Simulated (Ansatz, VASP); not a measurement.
W2C: VASP beside Ansatz

```
W C
1.0
     3.07005    0.00000    0.00000
    -1.53502    2.65874    0.00000
     0.00000    0.00000    4.67843
W C
2 1
Cartesian
  0.0000 1.7725 3.4917
  1.5350 0.8862 1.1868
  0.0000 0.0000 0.0000
```

Alike in both runs: task single point; functional BLYP; k mesh 6 × 6 × 4; occupations gaussian, width 0.1 eV; no spin polarisation.

|  | VASP | Ansatz |
| --- | --- | --- |
| version | VASP 6.6.1 | Ansatz 0.2.0 |
| potentials or method | VASP PAW PBE potentials, release 64 (W_sv, C), cutoff 600 eV | scalar-relativistic, plane waves, PAW |
| valence electrons in the cell | 32 | 32 |

|  | VASP | Ansatz | Ansatz less VASP |
| --- | --- | --- | --- |
| gap on the k mesh at the Fermi level (eV) | none | none | - |
| pressure (GPa) | 11.8 | 9.7 | -2.06 |
| traceless stress, the component that is largest in VASP (GPa) | -1.65 | -1.71 | -0.059 |
| rms of the force components (eV/Å) | 0.139 | 0.102 | -0.0371 |

VASP's potentials were made for PBE, not for BLYP. Atom by atom the forces differ by 0.037 eV/Å (rms over components). A gap of «none» marks a metal or a gap that the smearing closes. The functional is the same, so the differences come from potentials, cutoffs and numerics. Ansatz's warnings: force scf threshold loose, stress scf threshold loose.

The k mesh is coarse, so the values compare programs but aren't converged. Neither program's run includes spin-orbit coupling.
